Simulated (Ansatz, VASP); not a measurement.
# One calculation of Mo, two programs

```
Mo
1.0
     0.00000    2.76083    2.76083
     2.76083    0.00000    2.76083
     2.76083    2.76083    0.00000
Mo
2
Direct
  0.12500 0.12500 0.12500
  0.87500 0.87500 0.87500
```

Alike in both runs: task relaxation of cell and atoms; functional RPBE; k mesh 10 × 10 × 10; occupations fermi-dirac, width 0.1 eV; no spin polarisation.

|  | VASP | Ansatz |
| --- | --- | --- |
| version | VASP 6.6.1 | Ansatz 0.2.0 |
| potentials or method | VASP PAW PBE potentials, release 64 (Mo_sv), cutoff 600 eV | plane waves (420 eV) with PAW, scalar-relativistic |
| valence electrons in the cell | 28 | 28 |

VASP gave:

```
relaxed volume (Å³/atom)                                     : 23.56
relaxed cell length with the largest relative difference (Å) : 4.054
```

Task: Which values does Ansatz return?

Result: Relaxed volume (Å³/atom): 23.50; relaxed cell length with the largest relative difference (Å): 4.051.

VASP's potentials were made for PBE, not for RPBE.
